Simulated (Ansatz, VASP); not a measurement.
## TlCl in VASP and in Ansatz

```
CELL_PARAMETERS angstrom
3.95786 0.00000 0.00000
0.00000 3.95786 0.00000
0.00000 0.00000 3.95786
ATOMIC_POSITIONS crystal
Tl 0.00000 0.00000 0.00000
Cl 0.50000 0.50000 0.50000
```

Alike in both runs: task single point; functional LDA; k mesh 4 × 4 × 4; occupations gaussian, width 0.05 eV; no spin polarisation.

|  | VASP | Ansatz |
| --- | --- | --- |
| version | VASP 6.6.1 | Ansatz 0.2.0 |
| potentials or method | VASP PAW LDA potentials, release 64 (Tl_d, Cl), cutoff 500 eV | scalar-relativistic, plane waves, PAW |
| valence electrons in the cell | 20 | 20 |

```tsv
	VASP	Ansatz	Ansatz less VASP
gap on the k mesh at the Fermi level (eV)	2.05	2.06	+0.017
least direct gap on the mesh (eV)	2.05	2.06	+0.017
pressure (GPa)	-4.5	-4.5	+0.01
```

LDA's correlation is that of Perdew and Zunger in VASP and of Perdew and Wang (1992) in Ansatz.

Neither program's run includes spin-orbit coupling.
